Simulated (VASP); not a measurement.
Input of a VASP 6.6.1 run:

POSCAR

```
BeTe
1.0
    0.0000000000      2.8286236224      2.8286236224
    2.8286236224      0.0000000000      2.8286236224
    2.8286236224      2.8286236224      0.0000000000
Be Te
1 1
Direct
    0.0000000000      0.0000000000      0.0000000000
    0.2500000000      0.2500000000      0.2500000000
```

The input INCAR.step1:

```
ALGO     = Normal         # electronic algorithm
EDIFF    = 1E-5           # SCF threshold, eV
ENCUT    = 520            # plane-wave cutoff, eV
GGA      = PE             # functional
ISIF     = 2              # what is computed and relaxed
ISMEAR   = 0              # smearing method
LASPH    = T              # aspherical terms in the spheres
LREAL    = F              # projectors in reciprocal space
LWAVE    = T              # write WAVECAR
NBANDS   = 11             # bands
NELM     = 80             # most SCF steps
PREC     = Accurate       # precision mode
SIGMA    = 0.01           # smearing width, eV
```

The input INCAR.step2:

```
AEXX     = 0.75           # exact-exchange fraction
ALGO     = Normal         # electronic algorithm
EDIFF    = 1E-6           # SCF threshold, eV
ENCUT    = 520            # plane-wave cutoff, eV
GGA      = PE             # functional
HFSCREEN = 0.3            # screening, 1/A
ISIF     = 2              # what is computed and relaxed
ISMEAR   = 0              # smearing method
ISTART   = 1            
LASPH    = T              # aspherical terms in the spheres
LCHARG   = T              # write CHGCAR
LELF     = T              # ELF
LHFCALC  = T              # exact exchange
LREAL    = F              # projectors in reciprocal space
LVHAR    = T            
LWAVE    = F              # write WAVECAR
NBANDS   = 11             # bands
NELM     = 80             # most SCF steps
PREC     = Accurate       # precision mode
PRECFOCK = Normal       
SIGMA    = 0.01           # smearing width, eV
```

File KPOINTS:

```
k-points
0
Gamma
  4 4 4
```

Potentials or basis: VASP PAW PBE potentials, release 64 (Be, Te).

The run is started by

```console
$ cat potpaw_PBE.64/Be/POTCAR potpaw_PBE.64/Te/POTCAR > POTCAR
$ cp INCAR.step1 INCAR
$ mpirun -np 1 vasp_std > vasp.out
$ cp INCAR.step2 INCAR
$ mpirun -np 1 vasp_std > vasp.out
```

Problem. Predict the pressure.

Solution. -3.0 GPa.

Problem. Predict the band gap on the k mesh.

Solution. 3.63 eV, indirect (least direct gap 5.16 eV).

Caveat: the k points lie up to 0.48 Å⁻¹ apart; the PAW data sets were made with another functional, which shifts forces and pressure a little; spin-orbit coupling is left out, which moves the levels of the heavy elements. A k mesh can miss the band edges.
